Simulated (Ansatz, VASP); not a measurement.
**One calculation of Be16CO, two programs**

```
CELL_PARAMETERS angstrom
4.52544 0.00000 0.00000
-2.26272 3.91914 0.00000
0.00000 0.00000 23.47617
ATOMIC_POSITIONS crystal
Be 0.33333 0.16667 0.17039
Be 0.33333 0.66667 0.17039
Be 0.83333 0.16667 0.17039
Be 0.83333 0.66667 0.17039
Be 0.16667 0.33333 0.24635
Be 0.16667 0.83333 0.24635
Be 0.66667 0.33333 0.24635
Be 0.66667 0.83333 0.24635
Be 0.33333 0.16667 0.32419
Be 0.33333 0.66667 0.32419
Be 0.83333 0.16667 0.32419
Be 0.83333 0.66667 0.32419
Be 0.16667 0.33333 0.40365
Be 0.16667 0.83333 0.40365
Be 0.66667 0.33333 0.40365
Be 0.66667 0.83333 0.40365
C 0.16667 0.33333 0.50886
O 0.30962 0.19038 0.52165
```

Alike in both runs: task single point; functional PBE; k mesh 6 × 6 × 1; occupations gaussian, width 0.1 eV; no spin polarisation.

```csv
,VASP,Ansatz
version,VASP 6.6.1,Ansatz 0.2.0
potentials or method,"VASP PAW PBE potentials, release 64 (Be, C, O), cutoff 520 eV","scalar-relativistic, plane waves, PAW"
valence electrons in the cell,42,42
```

```csv
,VASP,Ansatz,Ansatz less VASP
gap on the k mesh at the Fermi level (eV),none,none,-
rms of the force components (eV/Å),0.246,0.380,+0.1344
"work function, face that differs most (eV)",5.12,5.11,-0.010
```

Atom by atom the forces differ by 0.153 eV/Å (rms over components). A gap of «none» marks a metal or a gap that the smearing closes. One of these differences is far larger than is usual between the two programs; its cause wasn't traced. The functional is the same, so the differences come from potentials, cutoffs and numerics.

Noted on VASP's run: the standard files for N, O and F lose accuracy on very short bonds.
